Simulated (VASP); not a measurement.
Runs of VASP 6.6.1 on CuPt2. The structure is that of space group Fm-3m (No. 225), or close to it. The cells are those of the table. 

| task | cell | k mesh | cutoff (eV) | gap on the mesh (eV) | pressure (GPa) |
| --- | --- | --- | --- | --- | --- |
| single point | a = 4.101 Å, angles 60.0°, 3 atoms | 6 × 6 × 6 | 520 | none | 0.0 |
| single point | a = 3.911 Å, angles 60.0°, 3 atoms | 6 × 6 × 6 | 520 | none | 34.9 |
| single point | a = 4.100 Å, angles 60.0°, 3 atoms | 14 × 14 × 14 | 520 | none | (a) |
| relaxation of cell and atoms | relaxed from a = 3.911 Å, angles 60.0°, 3 atoms | 6 × 6 × 6 | 600 | none | 0.1 |

Alike in all rows: level PBE; potentials or basis VASP PAW PBE potentials, release 64 (Cu, Pt); no spin polarisation; smearing gaussian 0.1 eV.

Task: Fill in the values left out.

Result: (a) -0.2.

Caveats: spin-orbit coupling is left out, which moves the levels of the heavy elements.

A k mesh can miss the band edges, and the runs leave out spin-orbit coupling on Pt.

A gap of «none» marks levels without a gap at the run's occupations.
